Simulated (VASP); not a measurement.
Runs of VASP 6.6.1 on InO3 (ReO3 type). The structure is that of space group Pm-3m (No. 221), or close to it. The cells are those of the table. 

```csv
cell,k mesh,gap on the mesh (eV),pressure (GPa)
"a = 4.240 Å, 4 atoms",9 × 9 × 9,none,(a)
"a = 4.184 Å, 4 atoms",26 × 26 × 26,none,(b)
"a = 4.156 Å, 4 atoms",9 × 9 × 9,none,3.1
"a = 4.295 Å, 4 atoms",9 × 9 × 9,none,-3.2
"a = 4.268 Å, 4 atoms",26 × 26 × 26,none,-2.2
```

Alike in all rows: task single point; level PBE; potentials or basis VASP PAW PBE potentials, release 64 (In_d, O); no spin polarisation; cutoff (eV) 520; smearing fermi-dirac 0.0612256 eV.

Task: Estimate the missing entries.

Result: (a) -1.1; (b) 1.6.

Caveats: spin-orbit coupling is left out, which moves the levels of the heavy elements; an odd number of electrons without spin polarisation forces a metal; a magnetic or distorted state may lie lower; the cell stands under pressure (at least some runs); the cell stands under tension (at least some runs).

A k mesh can miss the band edges, and the runs leave out spin-orbit coupling on In.

A gap of «none» marks levels without a gap at the run's occupations.
